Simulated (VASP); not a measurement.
Wanted: the native input for a VASP 6.6.1 run.

- Task: single point
- Functional: PBE
- Potentials or basis: VASP PAW PBE potentials, release 64 (Zr_sv, Rh_pv)
- Cutoff: 520 eV
- k mesh: 8 × 8 × 8
- Occupations: gaussian, width 0.01 eV
- Spin: no spin polarisation
- Dipole correction: no
- Further INCAR settings: ALGO = Normal; EDIFF = 1e-06; NBANDS = 51

The structure of ZrRh2 lies in POSCAR:

```
ZrRh2
1.0
    5.1742434893      0.0000000000      0.0000000000
    0.0000000000      5.1742434893      0.0000000000
    0.0000000000      0.0000000000      4.7281808810
Zr Rh
2 4
Direct
    0.0000000000      0.0000000000      0.0000000000
    0.5000000000      0.5000000000      0.5000000000
    0.3213828550      0.3213828550      0.0000000000
    0.1786171450      0.8213828550      0.5000000000
    0.6786171450      0.6786171450      0.0000000000
    0.8213828550      0.1786171450      0.5000000000
```

The cell was built from a structure type or drawn by symmetry, and may not be a known phase.

One way to write it, as run:

INCAR

```
  PREC = Accurate
  ENCUT = 520
  EDIFF = 1E-6
  ISMEAR = 0
  SIGMA = 0.01
  LREAL = F
  LASPH = T
  NELM = 100
  ALGO = Normal
  ISIF = 2
  LWAVE = F
  LCHARG = T
  GGA = PE
  LELF = T
  LVHAR = T
  NBANDS = 51
```

KPOINTS

```
regular mesh
0
Gamma
  8 8 8
```

Potentials or basis: VASP PAW PBE potentials, release 64 (Zr_sv, Rh_pv).

The run is started by

```console
$ cat potpaw_PBE.64/Zr_sv/POTCAR potpaw_PBE.64/Rh_pv/POTCAR > POTCAR
$ mpirun -np 1 vasp_std > vasp.out
```

It gave:

| Quantity | Value |
| --- | --- |
| Pressure | 0.3 GPa |
| Largest force | 0.090 eV/Å |

Wall time 8.8 min on 1 thread of AMD EPYC 7R13, with other jobs on the host, peak memory 0.45 GiB.
